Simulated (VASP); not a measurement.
AlN: single point with PBE-based screened hybrid

Crystal: AlN.

```
Al N
1.0
     0.00000    2.18488    2.18488
     2.18488    0.00000    2.18488
     2.18488    2.18488    0.00000
Al N
1 1
Direct
  0.00000 0.00000 0.00000
  0.25000 0.25000 0.25000
```

```
Program                            : VASP 6.6.1
Task                               : single point
Functional                         : PBE-based screened hybrid
Potentials or basis                : VASP PAW PBE potentials, release 64 (Al, N)
Cutoff                             : 520 eV
k mesh                             : 4 × 4 × 4
Occupations                        : gaussian, width 0.01 eV
Spin                               : no spin polarisation
Dipole correction                  : no
Grid for exact exchange (PRECFOCK) : Normal
Share of exact exchange            : 0.1
Further INCAR settings             : ALGO = Normal; EDIFF = 1e-06; NBANDS = 11
Screening parameter                : 0.5 1/Å
```

* Pressure: 2.7 GPa
* Band gap on the k mesh: 3.56 eV, indirect (least direct gap 4.47 eV)

Levels at points of the mesh, in eV from the valence-band top:
| k point | band 1 | band 2 | band 3 | band 4 | band 5 | band 6 | band 7 | band 8 | band 9 |
| --- | --- | --- | --- | --- | --- | --- | --- | --- | --- |
| (0.00, 0.00, 0.00) | -15.47 | 0.00 | 0.00 | 0.00 | 4.47 | 12.90 | 12.90 | 12.90 | 18.11 |
| (0.50, 0.00, 0.00) | -13.39 | -5.98 | -0.50 | -0.50 | 7.68 | 10.26 | 11.47 | 11.47 | 18.42 |
| (0.50, 0.50, 0.00) | -12.74 | -5.02 | -1.83 | -1.83 | 3.56 | 8.91 | 14.47 | 16.22 | 16.22 |

It took 80 s on 1 thread of Intel(R) Xeon(R) Platinum 8259CL CPU @ 2.50GHz (Skylake/Cascade Lake) (shared host), peak memory 0.23 GiB.

Caveat: the k points lie up to 0.62 Å⁻¹ apart; the PAW data sets were made with another functional, which shifts forces and pressure a little. A k mesh can miss the band edges.
